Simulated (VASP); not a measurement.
Crystal: SnTe.

```xyz
2
Lattice="4.4560 0.0000 0.0000 2.2280 3.8590 0.0000 2.2280 1.2863 3.6383" Properties=species:S:1:pos:R:3 pbc="T T T"
Sn    0.0000    0.0000    0.0000
Te    4.4560    2.5727    1.8191
```

```yaml
Program: VASP 6.6.1
Task: relaxation of cell and atoms
Functional: r2SCAN
Potentials_or_basis: VASP PAW PBE potentials, release 64 (Sn_d, Te)
Cutoff: 600 eV
k_mesh: 6 × 6 × 6
Occupations: gaussian, width 0.01 eV
Spin: no spin polarisation
```

At the start: pressure 1.8 GPa; volume 31.28 Å³/atom.

Task: How do energy, volume and symmetry change on relaxing?

Result: Over 3 steps the energy falls by 6.3 meV/atom and the volume is 32.45 Å³/atom (+3.7 %); space group Fm-3m (No. 225, to 0.05 Å).

Step by step:
| step | energy change (eV) | largest force (eV/Å) | pressure (GPa) | volume (Å³) |
| --- | --- | --- | --- | --- |
| 1 | 0.0000 | 0.0000 | 1.80 | 62.56 |
| 2 | -0.0109 | 0.0000 | -0.61 | 65.81 |
| 3 | -0.0127 | 0.0000 | 0.01 | 64.89 |

Final structure:
```xyz
2
Lattice="4.5106 0.0000 0.0000 2.2553 3.9063 0.0000 2.2553 1.3021 3.6829" Properties=species:S:1:pos:R:3 pbc="T T T"
Sn    0.0000    0.0000    0.0000
Te    4.5106    2.6042    1.8415
```

Caveat: the PAW data sets were made with another functional, which shifts forces and pressure a little.
